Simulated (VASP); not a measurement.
**Si12O23 (a cell with a defect): single point with PBE+D3(BJ)**

System: Si12O23 (a cell with a defect).

```
CELL_PARAMETERS angstrom
-2.49840 4.32736 5.45760
4.99680 0.00000 5.45760
4.99680 8.65471 0.00000
ATOMIC_POSITIONS crystal
Si 0.75135 0.26921 0.13379
Si 0.16635 0.21104 0.17214
Si 0.60349 0.08579 0.97328
Si 0.73195 0.25473 0.63178
Si 0.15901 0.15540 0.64919
Si 0.59262 0.06252 0.46560
Si 0.23366 0.76701 0.36882
Si 0.66371 0.65830 0.40388
Si 0.09670 0.53942 0.21054
Si 0.24362 0.74747 0.87019
Si 0.66010 0.67430 0.91356
Si 0.09358 0.56825 0.70525
O 0.98376 0.26585 0.09590
O 0.37075 0.16505 0.04613
O 0.13615 0.68725 0.04417
O 0.14793 0.00173 0.29948
O 0.73237 0.10115 0.07104
O 0.97158 0.21862 0.57964
O 0.35332 0.09417 0.52081
O 0.12320 0.72204 0.54332
O 0.13624 0.97177 0.79605
O 0.17144 0.34122 0.69441
O 0.67091 0.09314 0.58827
O 0.47139 0.72970 0.33937
O 0.85697 0.58343 0.28089
O 0.64925 0.22539 0.31023
O 0.63335 0.47761 0.55170
O 0.69283 0.84066 0.44543
O 0.19597 0.61209 0.30200
O 0.47580 0.73630 0.84157
O 0.86104 0.61675 0.79015
O 0.65609 0.22835 0.80796
O 0.63414 0.48546 0.05614
O 0.66028 0.85732 0.96848
O 0.22725 0.59405 0.79369
```

| Item | Value |
| --- | --- |
| Program | VASP 6.6.1 |
| Task | single point |
| Functional | PBE |
| Dispersion | D3(BJ) |
| Potentials or basis | VASP PAW PBE potentials, release 64 (Si, O) |
| Cutoff | 520 eV |
| k mesh | 2 × 2 × 2 |
| Occupations | fermi-dirac, width 0.02 eV |
| Spin | no spin polarisation |
| Dipole correction | no |
| Further INCAR settings | LREAL = Auto; ALGO = Normal; EDIFF = 1e-06; NBANDS = 116 |

* Pressure: -1.8 GPa
* Largest force: 0.041 eV/Å
* Band gap on the k mesh: 5.38 eV
* Dispersion energy per atom: -0.135 eV

Forces in eV/Å, atoms in the order of the input:
```
Si   0.013  0.007  0.005
Si   0.026 -0.007  0.030
Si  -0.007 -0.002 -0.010
Si   0.019  0.001 -0.009
Si  -0.005 -0.005  0.003
Si  -0.006  0.011  0.000
Si   0.007 -0.014 -0.003
Si  -0.007 -0.013  0.002
Si  -0.031 -0.002 -0.024
Si   0.010  0.009  0.002
Si  -0.001 -0.010  0.013
Si  -0.004  0.000 -0.010
O    0.010  0.008 -0.001
O    0.000  0.017  0.005
O   -0.016  0.005  0.002
O   -0.009 -0.003  0.004
O    0.003  0.000  0.000
O    0.009  0.004  0.002
O    0.006  0.011  0.004
O   -0.011  0.009 -0.007
O   -0.009 -0.003  0.002
O    0.004 -0.016 -0.005
O    0.009 -0.009  0.008
O    0.004  0.011 -0.005
O    0.000  0.011 -0.001
O   -0.014  0.004 -0.006
O   -0.013 -0.001  0.004
O    0.005 -0.013 -0.003
O    0.009 -0.005  0.003
O    0.011  0.003 -0.006
O   -0.003  0.016  0.006
O   -0.015  0.003 -0.008
O   -0.007 -0.004  0.005
O   -0.001 -0.017 -0.002
O    0.016 -0.007  0.001
```

Stress tensor (GPa, compression positive):
```
-2.92  0.39 -1.05
 0.39 -0.91  0.68
-1.05  0.68 -1.64
```

Levels at points of the mesh, in eV from the valence-band top:
```
           k point  band 89  band 90  band 91  band 92  band 93  band 94  band 95  band 96  band 97  band 98
(0.00, 0.00, 0.00)    -0.88    -0.80    -0.74    -0.69    -0.19     5.38     6.03     6.45     6.69     7.67
(0.50, 0.00, 0.00)    -0.75    -0.70    -0.63    -0.53    -0.21     5.90     6.11     6.59     6.84     7.10
(0.00, 0.50, 0.00)    -0.83    -0.70    -0.69    -0.57     0.00     5.63     6.31     6.44     6.74     7.10
(0.50, 0.50, 0.00)    -0.73    -0.71    -0.66    -0.52    -0.01     5.81     6.31     6.48     7.13     7.46
(0.00, 0.00, 0.50)    -0.92    -0.86    -0.72    -0.68    -0.19     5.56     6.26     6.45     6.58     6.81
(0.50, 0.00, 0.50)    -0.81    -0.79    -0.65    -0.62    -0.22     5.88     6.15     6.75     6.85     7.09
(0.00, 0.50, 0.50)    -0.84    -0.73    -0.68    -0.62    -0.01     5.72     6.29     6.46     6.71     7.20
(0.50, 0.50, 0.50)    -0.78    -0.66    -0.63    -0.59    -0.03     5.80     6.33     6.54     6.99     7.20
```

Run time: 10 min on 1 thread of Oxide Virtual Turin-like Processor, with other jobs on the host, peak memory 0.63 GiB.

Caveat: the k points lie up to 0.46 Å⁻¹ apart.
